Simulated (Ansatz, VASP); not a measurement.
# InSb: VASP beside Ansatz

```
CELL_PARAMETERS angstrom
5.39248 0.00000 0.00000
0.00000 5.74983 0.00000
0.00000 0.00000 3.08329
ATOMIC_POSITIONS crystal
In 0.00000 0.00000 0.00000
In 0.50000 0.50000 0.00000
Sb 0.50000 0.00000 0.83500
Sb 0.00000 0.50000 0.16500
```

Change from the starting cell: volume scaled by 1.02, PAW files.

Alike in both runs: task electric field gradients; functional LDA; k mesh 6 × 6 × 11; occupations fermi-dirac, width 0.08 eV; no spin polarisation.

```csv
,VASP,Ansatz
version,VASP 6.6.1,Ansatz 0.2.0
potentials or method,"VASP PAW LDA potentials, release 64 (In_d, Sb)","PAW with Ansatz's default frozen-core files, scalar-relativistic"
plane-wave cutoff (eV),520,420
valence electrons in the cell,36,56
```

Ansatz gave:

```
pressure (GPa)                                                : 9.5
traceless stress, the component that is largest in VASP (GPa) : 10.29
rms of the force components (eV/Å)                            : 0.246
size of Vzz on the site where it differs most (V/Å²)          : 74.5
```

**Question.** Which values does VASP return?

**Answer.** Pressure (GPa): 9.7; traceless stress, the component that is largest in VASP (GPa): 10.34; rms of the force components (eV/Å): 0.249; size of Vzz on the site where it differs most (V/Å²): 83.8.

LDA's correlation is that of Perdew and Zunger in VASP and of Perdew and Wang (1992) in Ansatz. Atom by atom the forces differ by 0.003 eV/Å (rms over components). VASP's potentials hold 36 valence electrons a cell and Ansatz's 56, so a difference there can come from the potentials and not from the codes.

Neither program's run includes spin-orbit coupling.
